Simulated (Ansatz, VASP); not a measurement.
Ta: VASP beside Ansatz

```
CELL_PARAMETERS angstrom
2.86644 0.00000 0.00000
0.00000 2.86644 0.00000
0.00000 0.00000 2.86644
ATOMIC_POSITIONS crystal
Ta 0.00000 0.00000 0.00000
```

Alike in both runs: task single point; functional RPBE; k mesh 13 × 13 × 13; occupations fermi-dirac, width 0.1 eV; no spin polarisation.

```csv
,VASP,Ansatz
version,VASP 6.6.1,Ansatz 0.2.0
potentials or method,"VASP PAW PBE potentials, release 64 (Ta_pv), cutoff 520 eV","plane waves (420 eV) with PAW, scalar-relativistic"
valence electrons in the cell,11,13
```

|  | VASP | Ansatz | Ansatz less VASP |
| --- | --- | --- | --- |
| pressure (GPa) | -12.3 | -12.3 | +0.04 |

VASP's potentials were made for PBE, not for RPBE. The functional is the same, so the differences come from potentials, cutoffs and numerics. VASP's potentials hold 11 valence electrons a cell and Ansatz's 13, so a difference there can come from the potentials and not from the codes.

Spin-orbit coupling is off throughout.
